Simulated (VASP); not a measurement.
# As (Fm-3m) in VASP: further runs

Runs on As. Level: PBE. Tasks: single point, relaxation of cell and atoms.

All numbers are computed with VASP 6.6.1; they aren't measurements. Logs are shortened: lines on timing, memory, paths and dates and some standing lists are left out, and cuts for length are marked.

**1. The cell of the first run**

It takes space group Fm-3m (No. 225, cubic). The conventional cell has a = 3.945 Å, b = 3.945 Å, c = 3.945 Å, α = 90.00°, β = 90.00°, γ = 90.00°. Within 3.7 Å of As (site symmetry m-3m) lie 12 As at 2.79 Å.

**2. Single point, PBE**

INCAR

```
SYSTEM = As
PREC = Accurate
ENCUT = 520
EDIFF = 1E-7
ISMEAR = -1
SIGMA = 0.1
LREAL = .FALSE.
LASPH = .TRUE.
NELM = 80
ALGO = Normal
ISIF = 2
LWAVE = .FALSE.
LCHARG = .TRUE.
GGA = PE
LELF = .TRUE.
LVHAR = .TRUE.
NBANDS = 8
```

KPOINTS

```
Automatic mesh
0
G
  17 17 17
  0 0 0
```

POSCAR

```
As
1.0
    0.0000000000      1.9724680873      1.9724680873
    1.9724680873      0.0000000000      1.9724680873
    1.9724680873      1.9724680873      0.0000000000
As
1
Direct
    0.0000000000      0.0000000000      0.0000000000
```

Potentials or basis: VASP PAW PBE potentials, release 64 (As).

The run is started by

```
cat potpaw_PBE.64/As/POTCAR > POTCAR
mpirun -np 1 vasp_std > vasp.out
```

OUTCAR:

```text
SYSTEM = As
   PREC = Accurate
   ENCUT = 520
   EDIFF = 1E-7
   ISMEAR = -1
   LREAL = .FALSE.
   LASPH = .TRUE.
   NELM = 80
   ISIF = 2
   GGA = PE

 ion  position               nearest neighbor table
   1  0.000  0.000  0.000-

  LATTYP: Found a face centered cubic cell.
 ALAT       =     3.9449361746

  Lattice vectors:

 A1 = (   0.0000000000,   1.9724680873,   1.9724680873)
 A2 = (   1.9724680873,   0.0000000000,   1.9724680873)
 A3 = (   1.9724680873,   1.9724680873,   0.0000000000)

Analysis of symmetry for initial positions (statically):
=====================================================================
 Subroutine PRICEL returns:
 Original cell was already a primitive cell.

 Routine SETGRP: Setting up the symmetry group for a
 face centered cubic supercell.

 Subroutine GETGRP returns: Found 48 space group operations
 (whereof 48 operations were pure point group operations)
 out of a pool of 48 trial point group operations.

The static configuration has the point symmetry O_h .

Analysis of symmetry for dynamics (positions and initial velocities):
=====================================================================
 Subroutine PRICEL returns:
 Original cell was already a primitive cell.

 Routine SETGRP: Setting up the symmetry group for a
 face centered cubic supercell.

 Subroutine GETGRP returns: Found 48 space group operations
 (whereof 48 operations were pure point group operations)
 out of a pool of 48 trial point group operations.

The dynamic configuration has the point symmetry O_h .

 Subroutine INISYM returns: Found 48 space group operations
 (whereof 48 operations are pure point group operations),
 and found     1 'primitive' translations

----------------------------------------------------------------------------------------

                                     Primitive cell

  volume of cell :      15.3483

  direct lattice vectors                    reciprocal lattice vectors
     0.000000000  1.972468087  1.972468087    -0.253489526  0.253489526  0.253489526
     1.972468087  0.000000000  1.972468087     0.253489526 -0.253489526  0.253489526
     1.972468087  1.972468087  0.000000000     0.253489526  0.253489526 -0.253489526

  length of vectors
     2.789491120  2.789491120  2.789491120     0.439056738  0.439056738  0.439056738

  position of ions in fractional coordinates (direct lattice)
     0.000000000  0.000000000  0.000000000

  ion indices of the primitive-cell ions
   primitive index   ion index
                 1           1

----------------------------------------------------------------------------------------

 KPOINTS: Automatic mesh

Automatic generation of k-mesh.
 Grid dimensions read from file:
 generate k-points for:   17   17   17

 Generating k-lattice:

  Cartesian coordinates                     Fractional coordinates (reciprocal lattice)
    -0.014911149  0.014911149  0.014911149     0.058823529  0.000000000  0.000000000
     0.014911149 -0.014911149  0.014911149     0.000000000  0.058823529  0.000000000
     0.014911149  0.014911149 -0.014911149     0.000000000  0.000000000  0.058823529

  Length of vectors
     0.025826867  0.025826867  0.025826867

  Shift w.r.t. Gamma in fractional coordinates (k-lattice)
     0.000000000  0.000000000  0.000000000

 Subroutine IBZKPT returns following result:
 ===========================================

 Found    165 irreducible k-points:

 Following reciprocal coordinates:
            Coordinates               Weight
  0.000000  0.000000  0.000000      1.000000
  0.058824  0.000000  0.000000      8.000000
  0.117647  0.000000  0.000000      8.000000
  0.176471  0.000000  0.000000      8.000000
  0.235294  0.000000  0.000000      8.000000
  0.294118  0.000000  0.000000      8.000000
[... 16 lines left out ...]
 -0.176471  0.058824  0.000000     24.000000
 -0.117647  0.058824  0.000000     24.000000
 [... further k-points ...]
   k-points           NKPTS =    165   k-points in BZ     NKDIM =    165   number of bands    NBANDS=      8
   number of dos      NEDOS =    301   number of ions     NIONS =      1
   total plane-waves  NPLWV =  13824
   dimension x,y,z NGX =    24 NGY =   24 NGZ =   24
   dimension x,y,z NGXF=    48 NGYF=   48 NGZF=   48
   ions per type =               1
   NGX,Y,Z   is equivalent  to a cutoff of  14.30, 14.30, 14.30 a.u.
   NGXF,Y,Z  is equivalent  to a cutoff of  28.61, 28.61, 28.61 a.u.
 SYSTEM =  As
   PREC   = accura    normal or accurate (medium, high low for compatibility)
   ISTART =      0    job   : 0-new  1-cont  2-samecut
   ICHARG =      2    charge: 1-file 2-atom 10-const
   ISPIN  =      1    spin polarized calculation?
   LNONCOLLINEAR =      F non collinear calculations
   LSORBIT =      F    spin-orbit coupling
   LASPH  =      T    aspherical Exc in radial PAW
   ENCUT  =  520.0 eV  38.22 Ry    6.18 a.u.   5.19  5.19  5.19*2*pi/ulx,y,z
   NELM   =     80;   NELMIN=  2; NELMDL= -5     # of ELM steps
   EDIFF  = 0.1E-06   stopping-criterion for ELM
   LREAL  =      F    real-space projection
   EDIFFG = 0.1E-05   stopping-criterion for IOM
   NSW    =      0    number of steps for IOM
   IBRION =     -1    ionic relax: 0-MD 1-quasi-New 2-CG
   NFREE  =      0    steps in history (QN), initial steepest desc. (CG)
   ISIF   =      2    stress and relaxation
   ISYM   =      2    0-nonsym 1-usesym 2-fastsym
   POTIM  = 0.5000    time-step for ionic-motion
   TEBEG  =    0.0;   TEEND  =   0.0 temperature during run
   PSTRESS=    0.0 pullay stress
   NELECT =       5.0000    total number of electrons
   NUPDOWN=      -1.0000    fix difference up-down
   EMIN   =  10.00;   EMAX   =-10.00  energy-range for DOS
   EFERMI =   0.00;   METHOD = LEGACY
   ISMEAR =    -1;   SIGMA  =   0.10  broadening in eV -4-tet -1-fermi 0-gaus
   EFERMI_NEDOS =   21; number of points for ismear=-14 and -15
   IALGO  =     38    algorithm
   IMIX   =      4    mixing-type and parameters
     AMIX     =   0.40;   BMIX     =  1.00
     AMIX_MAG =   1.60;   BMIX_MAG =  1.00
  volume/ion in A,a.u.               =      15.35       103.58
  Fermi-wavevector in a.u.,A,eV,Ry     =   1.126449  2.128680 17.264259  1.268887
  Thomas-Fermi vector in A             =   2.263131
   LORBIT       =      0    0 simple, 1 ext, 2 COOP (PROOUT), +10 PAW based schemes
   GGA     = PE    functional components
   LHFCALC =     F    Hartree Fock is set to
   AEXX    =    0.0000 exact exchange contribution
   IVDW    =     0    specifies the selected vdW correction
   LEPSILON=     F    determine dielectric tensor
   LRPA    =     F    only Hartree local field effects (RPA)
 non-spin polarized calculation
  energy-cutoff  :      520.00
  volume of cell :       15.35
 maximum number of plane-waves:       428
 NGX is ok and might be reduce to    24
   NGX = 11   NGY = 11   NGZ = 11

 number of electron       5.0000000 magnetization

 Free energy of the ion-electron system (eV)
  ---------------------------------------------------
  ext. energy  EPLUGINS =         0.00000000
  ---------------------------------------------------
  free energy    TOTEN  =        -3.82546073 eV

  energy without entropy =       -3.80423789  energy(sigma->0) =       -3.81484931

 E-fermi :   9.2978     XC(G=0): -11.7539

 val. band max:        9.2921837522   @ k =  -0.4706   0.4706   0.0588
 cond. band min:       9.3290082840   @ k =  -0.2941   0.1765   0.0000
 fundamental gap:      0.0368245318
 Fermi energy:         9.2978028585

 k-point     1 :       0.0000    0.0000    0.0000
  band No.  band energies     occupation
      1      -8.0832      2.00000
      2      16.9240      0.00000
      3      16.9240      0.00000
      4      16.9240      0.00000
      5      22.5032      0.00000
      6      22.5032      0.00000
      7      22.5032      0.00000
      8      24.6999      0.00000

 k-point     2 :       0.0588    0.0000    0.0000
  band No.  band energies     occupation
      1      -7.9848      2.00000
      2      15.9521      0.00000
      3      16.7697      0.00000
      4      16.7697      0.00000
      5      22.0953      0.00000
      6      22.7655      0.00000
      7      22.7655      0.00000
      8      25.9180      0.00000

 k-point     3 :       0.1176    0.0000    0.0000
  band No.  band energies     occupation
      1      -7.6899      2.00000
      2      13.8142      0.00000
      3      16.3917      0.00000
      4      16.3917      0.00000
      5      21.6118      0.00000
      6      23.3943      0.00000
      7      23.3943      0.00000
      8      27.5551      0.00000

 k-point     4 :       0.1765    0.0000    0.0000
  band No.  band energies     occupation
      1      -7.1996      2.00000
      2      11.3573      0.00000
      3      15.9373      0.00000
      4      15.9373      0.00000
      5      21.2263      0.00000
      6      23.8480      0.00000
      7      23.8480      0.00000
      8      26.9161      0.00000

 k-point     5 :       0.2353    0.0000    0.0000
  band No.  band energies     occupation
      1      -6.5163      2.00000
      2       8.8961      1.96463
      3      15.5054      0.00000
      4      15.5054      0.00000
      5      20.9422      0.00000
      6      23.4619      0.00000
      7      23.4619      0.00000
      8      26.4900      0.00000
[... 177 lines left out ...]
 k-point    22 :      -0.2353    0.0588    0.0000
  band No.  band energies     occupation
      1      -6.1596      2.00000
      2       8.1682      1.99998
      3      13.9342      0.00000
      4      15.9756      0.00000
      5      21.4039      0.00000
      6      22.7804      0.00000
      7      23.1265      0.00000
      8      26.8019      0.00000

 k-point    23 :      -0.1765    0.0588    0.0000
  band No.  band energies     occupation
      1      -6.9060      2.00000
      2      10.5873      0.00001
      3      14.3340      0.00000
      4      16.4377      0.00000
      5      21.5547      0.00000
      6      23.3277      0.00000
      7      24.0529      0.00000
      8      25.7744      0.00000

 k-point    24 :      -0.1176    0.0588    0.0000
  band No.  band energies     occupation
      1      -7.4608      2.00000
      2      13.0293      0.00000
      3      14.8693      0.00000
      4      16.8073      0.00000
      5      21.7018      0.00000
      6      23.1428      0.00000
      7      24.1809      0.00000
      8      26.0830      0.00000

 [... further k-points ...]
[... 5 lines left out ...]
  --------------------------------------------------------------------------------------
  -------------------------------------------------------------------------------------
  Total        2.9190569      2.9190569      2.9190569     -0.0000000      0.0000000     -0.0000000
  in kB      304.7145456    304.7145456    304.7145456     -0.0000000      0.0000000     -0.0000000
  external PRESSURE =     304.7145456 kB  Pullay stress =       0.0000000 kB

 VOLUME and BASIS-vectors are now :
 -----------------------------------------------------------------------------
  energy-cutoff  :      520.00
  volume of cell :       15.35
      direct lattice vectors                 reciprocal lattice vectors
     0.000000000  1.972468087  1.972468087    -0.253489526  0.253489526  0.253489526
     1.972468087  0.000000000  1.972468087     0.253489526 -0.253489526  0.253489526
     1.972468087  1.972468087  0.000000000     0.253489526  0.253489526 -0.253489526

 POSITION                                       TOTAL-FORCE (eV/Angst)
 -----------------------------------------------------------------------------------
      0.00000      0.00000      0.00000         0.000000      0.000000      0.000000
 -----------------------------------------------------------------------------------
    total drift:                                0.000000      0.000000     -0.000000

  FREE ENERGIE OF THE ION-ELECTRON SYSTEM (eV)
  ---------------------------------------------------
  free  energy   TOTEN  =        -3.8254607285 eV

  energy  without entropy=       -3.8042378921  energy(sigma->0) =       -3.81484931
```

It took 16 s on 1 thread of Intel Xeon 8259CL, shared host; peak memory 0.15 GiB.

What came out:

```yaml
Free_energy: -3.8255 eV
Pressure: 30.5 GPa
```

Levels at points of the mesh, in eV from the Fermi level:
```csv
k point,band 1,band 2,band 3,band 4,band 5,band 6
"(0.00, 0.00, 0.00)",-17.38,7.63,7.63,7.63,13.21,13.21
```

**3. Relaxation of cell and atoms, PBE, target pressure 30 GPa, at which the enthalpy is minimised**

INCAR

```
  ALGO = Normal
  EDIFF = 1E-6
  EDIFFG = -0.005
  ENCUT = 600
  GGA = PE
  IBRION = 2
  ISIF = 3
  ISMEAR = -1
  LASPH = T
  LCHARG = F
  LREAL = F
  LWAVE = F
  NELM = 80
  NSW = 60
  PREC = Accurate
  PSTRESS = 300.0
  SIGMA = 0.1
```

KPOINTS

```
k-points
0
Gamma
  17 17 17
```

POSCAR

```
As
1.0
    0.0000000000      1.9730677499      1.9730677499
    1.9730677499      0.0000000000      1.9730677499
    1.9730677499      1.9730677499      0.0000000000
As
1
Direct
    0.0000000000      0.0000000000      0.0000000000
```

Potentials or basis: VASP PAW PBE potentials, release 64 (As).

The run is started by

```
cat potpaw_PBE.64/As/POTCAR > POTCAR
mpirun -np 1 vasp_std > vasp.out
```

Run time: 35 s. Hardware: 1 thread of Intel Xeon 8259CL, shared host; peak memory 0.16 GiB.

Results (log left out):

| Quantity | Value |
| --- | --- |
| Free energy | -3.8326 eV |
| Relaxed volume | 15.39 Å³/atom |
| Relaxed cell | a = 2.792 Å, b = 2.792 Å, c = 2.792 Å, α = 60.00°, β = 60.00°, γ = 60.00° |
| Space group after relaxing (to 0.05 Å) | Fm-3m (No. 225) |
| Energy change on relaxing (the enthalpy is what falls) | -4.4 meV/atom |
| Ionic steps | 3 |
| Pressure after relaxing | 30.0 GPa |

The path:
| step | energy change (eV) | largest force (eV/Å) | pressure (GPa) | volume (Å³) |
| --- | --- | --- | --- | --- |
| 1 | 0.0000 | 0.0000 | 30.29 | 15.36 |
| 2 | -0.0116 | 0.0000 | 29.52 | 15.42 |
| 3 | -0.0044 | 0.0000 | 30.00 | 15.39 |

Final structure:
```
As
1.0
     0.00000    1.97407    1.97407
     1.97407    0.00000    1.97407
     1.97407    1.97407    0.00000
As
1
Direct
  0.00000 0.00000 0.00000
```

Levels at points of the mesh, in eV from the Fermi level:
```tsv
k point	band 1	band 2	band 3	band 4	band 5
(0.00, 0.00, 0.00)	-17.35	7.60	7.60	7.60	13.19
```

Caveat: the cell is relaxed towards a set pressure, so the enthalpy falls and the energy may rise.
